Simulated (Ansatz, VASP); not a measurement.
# One calculation of Si, two programs

```
Si
1.0
     2.75157    0.00000    0.00000
    -1.37578    2.38293    0.00000
     0.00000    0.00000    2.52801
Si
1
Cartesian
  0.0000 0.0000 0.0000
```

Change from the starting cell: strain +0.050 along x and y, +0.025 along z, atoms carried along.

Alike in both runs: task single point; functional PBE; k mesh 24 × 24 × 20; occupations gaussian, width 0.15 eV; no spin polarisation.

|  | VASP | Ansatz |
| --- | --- | --- |
| version | VASP 6.6.1 | Ansatz 0.2.0 |
| potentials or method | VASP PAW PBE potentials, release 64 (Si), cutoff 520 eV | scalar-relativistic, plane waves, PAW |
| valence electrons in the cell | 4 | 4 |

```csv
,VASP,Ansatz,Ansatz less VASP
gap on the k mesh at the Fermi level (eV),none,none,-
pressure (GPa),-7.8,-7.7,+0.03
"traceless stress, the component that is largest in VASP (GPa)",1.78,1.78,+0.002
```

A gap of «none» marks a metal or a gap that the smearing closes.
